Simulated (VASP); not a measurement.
Write the native input for VASP 6.6.1 that does the following.

| Quantity | Value |
| --- | --- |
| Task | single point |
| Functional | PBEsol |
| Potentials or basis | VASP PAW PBE potentials, release 64 (Cs_sv) |
| Cutoff | 520 eV |
| k mesh | 5 × 5 × 5 |
| Occupations | methfessel-paxton, width 0.1 eV |
| Spin | no spin polarisation |
| Dipole correction | no |
| Further INCAR settings | ALGO = Normal; EDIFF = 1e-06; NBANDS = 10 |

The structure of Cs lies in POSCAR:

```
Cs
1.0
    4.5676770000      0.0000000000      0.0000000000
    0.0000000000      4.5676770000      0.0000000000
    0.0000000000      0.0000000000      4.5676770000
Cs
1
Direct
    0.5000000000      0.5000000000      0.5000000000
```

This isn't the form of Cs at room conditions, which is bcc.

One way to write it, as run:

INCAR

```
PREC     = Accurate       # precision mode
ENCUT    = 520            # plane-wave cutoff, eV
EDIFF    = 1E-6           # SCF threshold, eV
ISMEAR   = 1              # smearing method
SIGMA    = 0.1            # smearing width, eV
LREAL    = False          # projectors in reciprocal space
LASPH    = True           # aspherical terms in the spheres
NELM     = 60             # most SCF steps
ALGO     = Normal         # electronic algorithm
ISIF     = 2              # what is computed and relaxed
LWAVE    = False          # write WAVECAR
LCHARG   = False          # write CHGCAR
GGA      = PS             # functional
NBANDS   = 10             # bands
```

KPOINTS

```
Automatic mesh
0
Gamma
  5 5 5
```

Potentials or basis: VASP PAW PBE potentials, release 64 (Cs_sv).

Command:

```console
$ cat potpaw_PBE.64/Cs_sv/POTCAR > POTCAR
$ mpirun -np 1 vasp_std > vasp.out
```

Results of the run:

```
Pressure               : 0.6 GPa
Band gap on the k mesh : zero (an odd number of electrons rules out a gap without spin polarisation)
```

Caveat: the PAW data sets were made with another functional, which shifts forces and pressure a little; spin-orbit coupling is left out, which moves the levels of the heavy elements.

Wall time 16 s on 1 thread of AMD EPYC 7R13 (shared host), peak memory 0.16 GiB.
